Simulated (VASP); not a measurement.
# SnO2 (P1) in VASP: single point with r2SCAN

Aim: the single point of SnO2 with r2SCAN.

Program: VASP 6.6.1. These are calculated values, not measurements. Logs are shortened: lines on timing, memory, paths and dates and some standing lists are left out, and cuts for length are marked.

## Step 1: The cell of the first run

The typed cell holds 12 atoms: a = 3.201 Å, b = 4.760 Å, c = 9.542 Å, α = 90.00°, β = 86.15°, γ = 90.00°.

## Step 2: Single point, r2SCAN (the part above a cut slid along it)

The input, POSCAR:

```
SnO2
1.0
    0.0000000000      0.0000000000     -3.2007107590
   -4.7598182097      0.0000000000      0.0000000000
    0.0000000000      9.5201150501     -0.6401421518
Sn O
4 8
Direct
    0.4597000000      0.5000000000      0.2015000000
    0.3597000000      0.5000000000      0.7015000000
    0.9097000000      0.0000000000      0.4515000000
    0.8097000000      0.0000000000      0.9515000000
   -0.0208958218      0.6941376349      0.1044791092
   -0.1208958218      0.6941376349      0.6044791092
    0.4902958218      0.1941376349      0.0485208908
    0.3902958218      0.1941376349      0.5485208908
    0.4291041782      0.8058623651      0.3544791092
    0.3291041782      0.8058623651      0.8544791092
    0.9402958218      0.3058623651      0.2985208908
    0.8402958218      0.3058623651      0.7985208908
```

The input, INCAR.step1:

```
SYSTEM = SnO2
ALGO = Normal ; EDIFF = 1E-4
ENCUT = 520 ; GGA = PE
ISMEAR = 0 ; KPAR = 4
LASPH = .True. ; LCHARG = .False.
LREAL = .False. ; LWAVE = .True.
NBANDS = 64 ; NELM = 100
PREC = Accurate ; SIGMA = 0.05
```

The input, INCAR.step2:

```
SYSTEM = SnO2
ALGO = Normal ; EDIFF = 1E-6
ENCUT = 520 ; ISIF = 2
ISMEAR = 0 ; ISTART = 1
KPAR = 4 ; LASPH = .True.
LCHARG = .True. ; LMIXTAU = .True.
LREAL = .False. ; LVHAR = .True.
LWAVE = .False. ; METAGGA = R2SCAN
NBANDS = 64 ; NELM = 100
PREC = Accurate ; SIGMA = 0.05
```

The input, KPOINTS:

```
k-points
0
Gamma
  8 6 3
  0 0 0
```

Potentials or basis: VASP PAW PBE potentials, release 64 (Sn_d, O).

Command:

```
$ cat potpaw_PBE.64/Sn_d/POTCAR potpaw_PBE.64/O/POTCAR > POTCAR
$ cp INCAR.step1 INCAR
$ mpirun -np 4 vasp_std > vasp.out
$ cp INCAR.step2 INCAR
$ mpirun -np 4 vasp_std > vasp.out
```

OUTCAR:

```text
SYSTEM = SnO2
   EDIFF = 1E-6
   ENCUT = 520
   ISIF = 2
   ISMEAR = 0
   ISTART = 1
   LASPH = .True.
   LREAL = .False.
   METAGGA = R2SCAN
   NELM = 100
   PREC = Accurate

 ion  position               nearest neighbor table
   1  0.460  0.500  0.202-   9 2.06   7 2.06  11 2.07   5 2.07  11 2.07   5 2.07   4 3.50   4 3.50
                             3 3.73   3 3.73   3 3.73   3 3.73
   2  0.360  0.500  0.702-  10 2.06   8 2.06  12 2.07   6 2.07  12 2.07   6 2.07   3 3.73   3 3.73
                             4 3.73   4 3.73   4 3.73   4 3.73   3 3.73   3 3.73
   3  0.910  0.000  0.452-   6 2.06  11 2.06   8 2.07   9 2.07   8 2.07   9 2.07   2 3.73   2 3.73
                             1 3.73   1 3.73   1 3.73   1 3.73   2 3.73   2 3.73
   4  0.810  0.000  0.952-   7 1.62  12 2.06  10 2.07  10 2.07   5 2.16   7 2.59   1 3.50   1 3.50
                             2 3.73   2 3.73   2 3.73   2 3.73
   5  0.979  0.694  0.104-   1 2.07   1 2.07   4 2.16
   6  0.879  0.694  0.604-   3 2.06   2 2.07   2 2.07
   7  0.490  0.194  0.049-   4 1.62   1 2.06   4 2.59
   8  0.390  0.194  0.549-   2 2.06   3 2.07   3 2.07
   9  0.429  0.806  0.354-   1 2.06   3 2.07   3 2.07
  10  0.329  0.806  0.854-   2 2.06   4 2.07   4 2.07
  11  0.940  0.306  0.299-   3 2.06   1 2.07   1 2.07
  12  0.840  0.306  0.799-   4 2.06   2 2.07   2 2.07

  LATTYP: Found a simple monoclinic cell.
 ALAT       =     3.2007107590
 B/A-ratio  =     1.4871128846
 C/A-ratio  =     2.9810918258
 COS(beta)  =    -0.0670895134

  Lattice vectors:

 A1 = (   0.0000000000,   0.0000000000,  -3.2007107590)
 A2 = (   4.7598182097,   0.0000000000,   0.0000000000)
 A3 = (   0.0000000000,  -9.5201150501,   0.6401421518)

Analysis of symmetry for initial positions (statically):
=====================================================================
 Subroutine PRICEL returns:
 Original cell was already a primitive cell.

 Routine SETGRP: Setting up the symmetry group for a
 simple monoclinic supercell.

 Subroutine GETGRP returns: Found  1 space group operations
 (whereof  1 operations were pure point group operations)
 out of a pool of  4 trial point group operations.

The static configuration has the point symmetry C_1 .

Analysis of symmetry for dynamics (positions and initial velocities):
=====================================================================
 Subroutine PRICEL returns:
 Original cell was already a primitive cell.

 Routine SETGRP: Setting up the symmetry group for a
 simple monoclinic supercell.

 Subroutine GETGRP returns: Found  1 space group operations
 (whereof  1 operations were pure point group operations)
 out of a pool of  4 trial point group operations.

The dynamic configuration has the point symmetry C_1 .

 Subroutine INISYM returns: Found  1 space group operations
 (whereof  1 operations are pure point group operations),
 and found     1 'primitive' translations

----------------------------------------------------------------------------------------

                                     Primitive cell

  volume of cell :     145.0371

  direct lattice vectors                    reciprocal lattice vectors
     0.000000000  0.000000000 -3.200710759     0.000000000 -0.021008149 -0.312430605
    -4.759818210  0.000000000  0.000000000    -0.210092057  0.000000000  0.000000000
     0.000000000  9.520115050 -0.640142152     0.000000000  0.105040747  0.000000000

  length of vectors
     3.200710759  4.759818210  9.541612680     0.313136113  0.210092057  0.105040747

  position of ions in fractional coordinates (direct lattice)
     0.459700000  0.500000000  0.201500000
     0.359700000  0.500000000  0.701500000
     0.909700000  0.000000000  0.451500000
     0.809700000  0.000000000  0.951500000
     0.979104178  0.694137635  0.104479109
     0.879104178  0.694137635  0.604479109
     0.490295822  0.194137635  0.048520891
     0.390295822  0.194137635  0.548520891
     0.429104178  0.805862365  0.354479109
     0.329104178  0.805862365  0.854479109
     0.940295822  0.305862365  0.298520891
     0.840295822  0.305862365  0.798520891

  ion indices of the primitive-cell ions
   primitive index   ion index
                 1           1
                 2           2
                 3           3
                 4           4
                 5           5
                 6           6
                 7           7
                 8           8
                 9           9
                10          10
                11          11
                12          12

----------------------------------------------------------------------------------------

 KPOINTS: k-points

Automatic generation of k-mesh.
 Grid dimensions read from file:
 generate k-points for:    8    6    3

 Generating k-lattice:

  Cartesian coordinates                     Fractional coordinates (reciprocal lattice)
     0.000000000 -0.002626019 -0.039053826     0.125000000  0.000000000  0.000000000
    -0.035015343  0.000000000  0.000000000     0.000000000  0.166666667  0.000000000
     0.000000000  0.035013582  0.000000000     0.000000000  0.000000000  0.333333333

  Length of vectors
     0.039142014  0.035015343  0.035013582

  Shift w.r.t. Gamma in fractional coordinates (k-lattice)
     0.000000000  0.000000000  0.000000000

 Subroutine IBZKPT returns following result:
 ===========================================

 Found     74 irreducible k-points:

 Following reciprocal coordinates:
            Coordinates               Weight
  0.000000  0.000000  0.000000      1.000000
  0.125000  0.000000 -0.000000      2.000000
  0.250000  0.000000 -0.000000      2.000000
  0.375000  0.000000 -0.000000      2.000000
  0.500000  0.000000 -0.000000      1.000000
  0.000000  0.166667  0.000000      2.000000
[... 16 lines left out ...]
  0.125000  0.500000 -0.000000      2.000000
  0.250000  0.500000 -0.000000      2.000000
 [... further k-points ...]
   k-points           NKPTS =     74   k-points in BZ     NKDIM =     74   number of bands    NBANDS=     64
   number of dos      NEDOS =    301   number of ions     NIONS =     12
   total plane-waves  NPLWV =  62208
   dimension x,y,z NGX =    24 NGY =   36 NGZ =   72
   dimension x,y,z NGXF=    48 NGYF=   72 NGZF=  144
   ions per type =               4   8
   NGX,Y,Z   is equivalent  to a cutoff of  12.47, 12.57, 12.54 a.u.
   NGXF,Y,Z  is equivalent  to a cutoff of  24.93, 25.15, 25.09 a.u.
 SYSTEM =  SnO2
   PREC   = accura    normal or accurate (medium, high low for compatibility)
   ISTART =      1    job   : 0-new  1-cont  2-samecut
   ICHARG =      0    charge: 1-file 2-atom 10-const
   ISPIN  =      1    spin polarized calculation?
   LNONCOLLINEAR =      F non collinear calculations
   LSORBIT =      F    spin-orbit coupling
   LASPH  =      T    aspherical Exc in radial PAW
   ENCUT  =  520.0 eV  38.22 Ry    6.18 a.u.   5.95  8.85 17.74*2*pi/ulx,y,z
   NELM   =    100;   NELMIN=  2; NELMDL=  0     # of ELM steps
   EDIFF  = 0.1E-05   stopping-criterion for ELM
   LREAL  =      F    real-space projection
   EDIFFG = 0.1E-04   stopping-criterion for IOM
   NSW    =      0    number of steps for IOM
   IBRION =     -1    ionic relax: 0-MD 1-quasi-New 2-CG
   NFREE  =      0    steps in history (QN), initial steepest desc. (CG)
   ISIF   =      2    stress and relaxation
   ISYM   =      2    0-nonsym 1-usesym 2-fastsym
   POTIM  = 0.5000    time-step for ionic-motion
   TEBEG  =    0.0;   TEEND  =   0.0 temperature during run
   PSTRESS=    0.0 pullay stress
   NELECT =     104.0000    total number of electrons
   NUPDOWN=      -1.0000    fix difference up-down
   EMIN   =  10.00;   EMAX   =-10.00  energy-range for DOS
   EFERMI =   0.00;   METHOD = LEGACY
   ISMEAR =     0;   SIGMA  =   0.05  broadening in eV -4-tet -1-fermi 0-gaus
   EFERMI_NEDOS =   21; number of points for ismear=-14 and -15
   IALGO  =     38    algorithm
   IMIX   =      4    mixing-type and parameters
     AMIX     =   0.40;   BMIX     =  1.00
     AMIX_MAG =   1.60;   BMIX_MAG =  1.00
  volume/ion in A,a.u.               =      12.09        81.56
  Fermi-wavevector in a.u.,A,eV,Ry     =   1.465299  2.769014 29.213088  2.147101
  Thomas-Fermi vector in A             =   2.581173
   LORBIT       =      0    0 simple, 1 ext, 2 COOP (PROOUT), +10 PAW based schemes
   METAGGA = R2SCAN    functional components
   LHFCALC =     F    Hartree Fock is set to
   AEXX    =    0.0000 exact exchange contribution
   IVDW    =     0    specifies the selected vdW correction
   LEPSILON=     F    determine dielectric tensor
   LRPA    =     F    only Hartree local field effects (RPA)
 non-spin polarized calculation
 Gauss-broadening in eV      SIGMA  =   0.05
  energy-cutoff  :      520.00
  volume of cell :      145.04
 maximum number of plane-waves:      3938
   NGX = 11   NGY = 17   NGZ = 35

 number of electron     103.9999993 magnetization

 Free energy of the ion-electron system (eV)
  ---------------------------------------------------
  ext. energy  EPLUGINS =         0.00000000
  ---------------------------------------------------
  free energy    TOTEN  =      -166.29789615 eV

  energy without entropy =     -166.29789615  energy(sigma->0) =     -166.29789615

 E-fermi :   5.8315     XC(G=0): -11.9472

 val. band max:        5.5900869810   @ k =   0.0000   0.0000   0.0000
 cond. band min:       7.3862048343   @ k =   0.0000   0.0000   0.0000
 fundamental gap:      1.7961178533
 Fermi energy:         5.8315312001

 k-point     1 :       0.0000    0.0000    0.0000
  band No.  band energies     occupation
      1     -17.3862      2.00000
      2     -16.0521      2.00000
      3     -15.7893      2.00000
      4     -15.4902      2.00000
      5     -15.2589      2.00000
      6     -15.0331      2.00000
[... 1597 lines left out ...]
     63      16.5149      0.00000
     64      16.9769      0.00000

 [... further k-points ...]

------------------------ aborting loop because EDIFF is reached ----------------------------------------

  FORCE on cell =-STRESS in cart. coord.  units (eV):
  Direction    XX          YY          ZZ          XY          YZ          ZX
  --------------------------------------------------------------------------------------
  -------------------------------------------------------------------------------------
  Total        8.6534731     10.6932160      8.0684959     -7.2117445     10.8892863     -6.8955201
  in kB       95.5921075    118.1244848     89.1300547    -79.6658003    120.2904100    -76.1725718
  external PRESSURE =     100.9488824 kB  Pullay stress =       0.0000000 kB

 VOLUME and BASIS-vectors are now :
 -----------------------------------------------------------------------------
  energy-cutoff  :      520.00
  volume of cell :      145.04
      direct lattice vectors                 reciprocal lattice vectors
     0.000000000  0.000000000 -3.200710759     0.000000000 -0.021008149 -0.312430605
    -4.759818210  0.000000000  0.000000000    -0.210092057  0.000000000  0.000000000
     0.000000000  9.520115050 -0.640142152     0.000000000  0.105040747  0.000000000

 POSITION                                       TOTAL-FORCE (eV/Angst)
 -----------------------------------------------------------------------------------
     -2.37991      1.91830     -1.60036         0.059636      0.207560      0.038397
     -2.37991      6.67836     -1.60036         0.125685     -0.234853      0.062598
      0.00000      4.29833     -3.20071        -0.013303     -0.084185     -0.009910
      0.00000      9.05839     -3.20071         9.151093     -8.456586    -10.106973
     -3.30397      0.99465     -3.20071        -0.263493     -0.095755      0.985499
     -3.30397      5.75471     -3.20071        -0.038089      0.032814      0.016590
     -0.92406      0.46192     -1.60036        -8.390157      8.865642      9.621693
     -0.92406      5.22198     -1.60036        -0.027716      0.050650     -0.017566
     -3.83576      3.37468     -1.60036        -0.015323      0.037343      0.032322
     -3.83576      8.13474     -1.60036        -0.452457      0.038818     -0.079304
     -1.45585      2.84195     -3.20071         0.085778      0.067712     -0.058063
     -1.45585      7.60201     -3.20071        -0.221654     -0.429161     -0.485282
 -----------------------------------------------------------------------------------
    total drift:                               -0.002665      0.000788      0.000153

  FREE ENERGIE OF THE ION-ELECTRON SYSTEM (eV)
  ---------------------------------------------------
  free  energy   TOTEN  =      -166.2978961543 eV

  energy  without entropy=     -166.2978961543  energy(sigma->0) =     -166.29789615
```

Wall time 20 min (4 MPI ranks of Oxide Virtual Turin-like, shared host); peak memory 0.56 GiB.

Results:

```yaml
Free_energy: -166.2979 eV
Pressure: 10.1 GPa
Largest_force: 16.044 eV/Å
Band_gap_on_the_k_mesh: 1.80 eV
```

Forces in eV/Å, atoms in the order of the input:
```
Sn    0.060   0.208   0.038
Sn    0.126  -0.235   0.063
Sn   -0.013  -0.084  -0.010
Sn    9.151  -8.457 -10.107
O    -0.263  -0.096   0.985
O    -0.038   0.033   0.017
O    -8.390   8.866   9.622
O    -0.028   0.051  -0.018
O    -0.015   0.037   0.032
O    -0.452   0.039  -0.079
O     0.086   0.068  -0.058
O    -0.222  -0.429  -0.485
```

Stress tensor (GPa, compression positive):
```
 9.56 -7.97 -7.62
-7.97 11.81 12.03
-7.62 12.03  8.91
```

Levels at points of the mesh, in eV from the valence-band top:
| k point | band 50 | band 51 | band 52 | band 53 | band 54 | band 55 |
| --- | --- | --- | --- | --- | --- | --- |
| (0.00, 0.00, 0.00) | -0.66 | -0.62 | 0.00 | 1.80 | 4.86 | 4.88 |
| (0.50, 0.00, 0.00) | -0.91 | -0.87 | -0.47 | 6.74 | 6.90 | 7.08 |
| (0.00, 0.50, 0.00) | -0.88 | -0.63 | -0.47 | 4.77 | 5.04 | 5.38 |
| (0.50, 0.50, 0.00) | -0.79 | -0.64 | -0.63 | 5.46 | 5.49 | 6.69 |

Caveat: the cell differs from its parent crystal (the part above a cut slid along it); the cell stands under pressure; the PAW data sets were made with another functional, which shifts forces and pressure a little; spin-orbit coupling is left out, which moves the levels of the heavy elements.
